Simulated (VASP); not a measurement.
# Bi in VASP: a series of runs, part 2 of 2

VASP 6.6.1. The steps go on from the part before.

## (3) Single point, PBE

INCAR

```
SYSTEM = Bi
PREC     = Accurate       ! precision mode
ENCUT    = 520            ! plane-wave cutoff, eV
EDIFF    = 1E-6           ! SCF threshold, eV
ISMEAR   = 0              ! smearing method
SIGMA    = 0.02           ! smearing width, eV
LREAL    = .False.        ! projectors in reciprocal space
LASPH    = .True.         ! aspherical terms in the spheres
NELM     = 60             ! most SCF steps
ALGO     = Normal         ! electronic algorithm
ISIF     = 2              ! what is computed and relaxed
LWAVE    = .False.        ! write WAVECAR
LCHARG   = .False.        ! write CHGCAR
LDIPOL   = .True.       
IDIPOL   = 3            
DIPOL    = 0.5 0.5 0.500
GGA      = PE             ! functional
NBANDS   = 22             ! bands
```

KPOINTS

```
regular mesh
0
Gamma
  9 9 1
  0 0 0
```

POSCAR

```
Bi
1.0
    4.1400000000      0.0000000000      0.0000000000
   -2.0700000000      3.5853451717      0.0000000000
    0.0000000000      0.0000000000     28.0000000000
Bi
2
Direct
    0.3333333333      0.6666666667      0.5330178571
    0.6666666667      0.3333333333      0.4669821429
```

Potentials or basis: VASP PAW PBE potentials, release 64 (Bi_d).

Run with:

```bash
> cat potpaw_PBE.64/Bi_d/POTCAR > POTCAR
> mpirun -np 1 vasp_std > vasp.out
```

OUTCAR:

```text
SYSTEM = Bi
   PREC = Accurate
   ENCUT = 520
   EDIFF = 1E-6
   ISMEAR = 0
   LREAL = .False.
   LASPH = .True.
   NELM = 60
   ISIF = 2
   GGA = PE

 ion  position               nearest neighbor table
   1  0.333  0.667  0.533-   2 3.02   2 3.02   2 3.02
   2  0.667  0.333  0.467-   1 3.02   1 3.02   1 3.02

  LATTYP: Found a hexagonal cell.
 ALAT       =     4.1400000000
 C/A-ratio  =     6.7632850242

  Lattice vectors:

[... 479 lines left out ...]
 vacuum level on the upper side and lower side of the slab       (xc-potential included)        -0.007        -0.007

  FORCE on cell =-STRESS in cart. coord.  units (eV):
  Direction    XX          YY          ZZ          XY          YZ          ZX
  --------------------------------------------------------------------------------------
  -------------------------------------------------------------------------------------
  Total        1.2785183      1.2785183     -0.6107870      0.0000000      0.0000000     -0.0000000
  in kB        4.9286524      4.9286524     -2.3545670      0.0000000      0.0000000     -0.0000000
  external PRESSURE =       2.5009126 kB  Pullay stress =       0.0000000 kB

 VOLUME and BASIS-vectors are now :
 -----------------------------------------------------------------------------
  energy-cutoff  :      520.00
  volume of cell :      415.61
      direct lattice vectors                 reciprocal lattice vectors
     4.140000000  0.000000000  0.000000000     0.241545894  0.139456587  0.000000000
    -2.070000000  3.585345172  0.000000000     0.000000000  0.278913174  0.000000000
     0.000000000  0.000000000 28.000000000     0.000000000  0.000000000  0.035714286

 POSITION                                       TOTAL-FORCE (eV/Angst)
 -----------------------------------------------------------------------------------
     -0.00000      2.39023     14.92450         0.000000      0.000000     -0.312899
      2.07000      1.19512     13.07550        -0.000000     -0.000000      0.312899
 -----------------------------------------------------------------------------------
    total drift:                               -0.000000      0.000000     -0.000000

  FREE ENERGIE OF THE ION-ELECTRON SYSTEM (eV)
  ---------------------------------------------------
  free  energy   TOTEN  =        -7.4729365246 eV

  energy  without entropy=       -7.4729365246  energy(sigma->0) =       -7.47293652

 vacuum level on the upper side and lower side of the slab         1.729         1.729
```

OSZICAR:

```text
N       E                     dE             d eps       ncg     rms          rms(c)
DAV:   1     0.213691664546E+03    0.21369E+03   -0.13502E+04   744   0.100E+03
DAV:   2     0.927413446170E+01   -0.20442E+03   -0.20099E+03   600   0.276E+02
DAV:   3    -0.698266183318E+01   -0.16257E+02   -0.16181E+02   644   0.966E+01
[... 13 lines left out ...]
DAV:  17    -0.747291800664E+01   -0.62537E-05   -0.13917E-07   506   0.271E-03    0.503E-04
DAV:  18    -0.747293300958E+01   -0.15003E-04   -0.67265E-07   462   0.225E-03    0.269E-04
DAV:  19    -0.747293453485E+01   -0.15253E-05   -0.23331E-08   460   0.150E-03    0.219E-04
DAV:  20    -0.747293648117E+01   -0.19463E-05   -0.63496E-08   450   0.738E-04    0.108E-04
DAV:  21    -0.747293652463E+01   -0.43459E-07    0.16769E-09   422   0.451E-04
   1 F= -.74729365E+01 E0= -.74729365E+01  d E =-.101491E-11
```

Wall time 81 s (1 thread of Intel Xeon 6975P-C (Granite Rapids), shared host); peak memory 0.52 GiB.

What came out:

- Free energy: -7.4729 eV
- Largest force: 0.313 eV/Å
- Band gap on the k mesh: 0.28 eV, indirect (least direct gap 0.51 eV)

Forces in eV/Å, atoms in the order of the input:
```
Bi   0.000  0.000 -0.313
Bi   0.000  0.000  0.313
```

Caveat: spin-orbit coupling is left out, which moves the levels of the heavy elements.

## (4) Single point, PBE

INCAR

```
  ALGO = Normal
  DIPOL = 0.5 0.5 0.500
  EDIFF = 1E-6
  ENCUT = 520
  GGA = PE
  IDIPOL = 3
  ISIF = 2
  ISMEAR = 0
  LASPH = T
  LCHARG = F
  LDIPOL = T
  LREAL = F
  LWAVE = F
  NBANDS = 22
  NELM = 80
  PREC = Accurate
  SIGMA = 0.02
```

KPOINTS

```
k-points
0
Gamma
  9 9 1
```

POSCAR

```
Bi
1.0
    4.1400000000      0.0000000000      0.0000000000
   -2.0700000000      3.5853451717      0.0000000000
    0.0000000000      0.0000000000     28.0000000000
Bi
2
Direct
    0.3333333333      0.6666666667      0.5462142857
    0.6666666667      0.3333333333      0.4537857143
```

Run with:

```bash
> cat potpaw_PBE.64/Bi_d/POTCAR > POTCAR
> mpirun -np 1 vasp_std > vasp.out
```

Wall time 83 s (1 thread of Intel Xeon 6975P-C (Granite Rapids), shared host); peak memory 0.5 GiB.

The run converged. Its results:

- Free energy: -6.3415 eV
- Largest force: 1.536 eV/Å
- Band gap on the k mesh: zero (band 15 reaches -0.88 eV, above the bottom of band 16 at -2.61 eV)

Forces on the atoms (eV/Å):
```
Bi   0.000  0.000 -1.536
Bi   0.000  0.000  1.536
```

Levels at points of the mesh, in eV from the Fermi level:
```
           k point  band 13  band 14  band 15  band 16  band 17  band 18
(0.00, 0.00, 0.00)    -2.30     0.64     1.25     1.25     2.35     2.35
```

Caveat: spin-orbit coupling is left out, which moves the levels of the heavy elements.
